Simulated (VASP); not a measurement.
Wanted: the native input for a VASP 6.6.1 run.

| Quantity | Value |
| --- | --- |
| Task | single point |
| Functional | PBE |
| Potentials or basis | VASP PAW PBE potentials, release 64 (Zn, Cl, Mg) |
| Cutoff | 520 eV |
| k mesh | 1 × 1 × 1 |
| Occupations | fermi-dirac, width 0.0552 eV |
| Spin | no spin polarisation |
| Dipole correction | no |
| Further INCAR settings | LREAL = Auto; ALGO = Normal; EDIFF = 1e-06; NBANDS = 82; ISYM = 0 |

The structure of Mg5Zn2Cl14 lies in POSCAR:

```
Mg5Zn2Cl14
1.0
    8.2974160000     -0.2208390000     -0.2790260000
   -0.2208390000      8.1977830000     -0.1524450000
   -0.2790260000     -0.1524450000      8.2216760000
Zn Cl Mg
2 14 5
Direct
    0.4408906194      0.2379667862      0.7054953020
    0.5456398185      0.1731770352      0.2242920627
    0.0979790093      0.2370302578      0.0642200895
    0.4812101350      0.3157376168      0.9699006334
    0.8376590897      0.1213428333      0.7935020516
    0.6252887010      0.2091043306      0.5013729214
    0.7738001593      0.5914414092      0.0715148163
    0.1122135511      0.6787740146      0.3570661509
    0.1756085831      0.7460717301      0.9393021892
    0.7674064495      1.0304408749      0.1549569590
    0.5724688544      0.6994699810      0.4105459028
    0.3615292317      0.9886469003      0.2176522563
    0.2618907969      0.0318179927      0.6797618679
    0.5237400313      0.7913048911      0.8048709971
    0.9314722335      0.7651037118      0.6646974664
    0.2918422651      0.4410435258      0.6481154767
    0.5530093827      0.7753337744      0.1439076112
    0.3077366398      0.7436348080      0.6048839594
    0.0480667473      0.9862472026      0.8938340950
    0.0576051686      0.5262509475      0.1130873639
    0.7086242920      0.9159186400      0.6171037169
```

One way to write it, as run:

INCAR

```
SYSTEM = Mg5Zn2Cl14
PREC = Accurate
ENCUT = 520
EDIFF = 1E-6
ISMEAR = -1
SIGMA = 0.0552
LREAL = Auto
LASPH = .True.
NELM = 100
ALGO = Normal
ISIF = 2
LWAVE = .False.
LCHARG = .False.
GGA = PE
ISYM = 0
NBANDS = 82
```

KPOINTS

```
Automatic mesh
0
Gamma
  1 1 1
  0 0 0
```

Potentials or basis: VASP PAW PBE potentials, release 64 (Zn, Cl, Mg).

The run is started by

```sh
$ cat potpaw_PBE.64/Zn/POTCAR potpaw_PBE.64/Cl/POTCAR potpaw_PBE.64/Mg/POTCAR > POTCAR
$ mpirun -np 1 vasp_gam > vasp.out
```

It gave:

```yaml
Pressure: 2.4 GPa
Largest_force: 1.929 eV/Å
```

Caveat: the k points lie up to 0.77 Å⁻¹ apart; the atoms stand as in a frame of molecular dynamics.

Run time: 55 s on 1 thread of Intel(R) Xeon(R) 6975P-C (Granite Rapids), on a shared host, peak memory 0.52 GiB.
